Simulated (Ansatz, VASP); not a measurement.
# HgTe in VASP and in Ansatz

```xyz
2
Lattice="0.0000 3.3198 3.3198 3.3198 0.0000 3.3198 3.3198 3.3198 0.0000" Properties=species:S:1:pos:R:3 pbc="T T T"
Hg    0.0000    0.0000    0.0000
Te    1.6599    1.6599    1.6599
```

Alike in both runs: task single point; functional revPBE; k mesh 6 × 6 × 6; occupations gaussian, width 0.05 eV; no spin polarisation.

```csv
,VASP,Ansatz
version,VASP 6.6.1,Ansatz 0.2.0
potentials or method,"VASP PAW PBE potentials, release 64 (Hg, Te), cutoff 520 eV","scalar-relativistic, plane waves, PAW"
valence electrons in the cell,18,36
```

|  | VASP | Ansatz | Ansatz less VASP |
| --- | --- | --- | --- |
| gap on the k mesh at the Fermi level (eV) | none | none | - |
| pressure (GPa) | 1.4 | 1.4 | -0.03 |

VASP's potentials were made for PBE, not for revPBE. A gap of «none» marks a metal or a gap that the smearing closes. VASP's potentials hold 18 valence electrons a cell and Ansatz's 36, so a difference there can come from the potentials and not from the codes.

Spin-orbit coupling is off throughout.
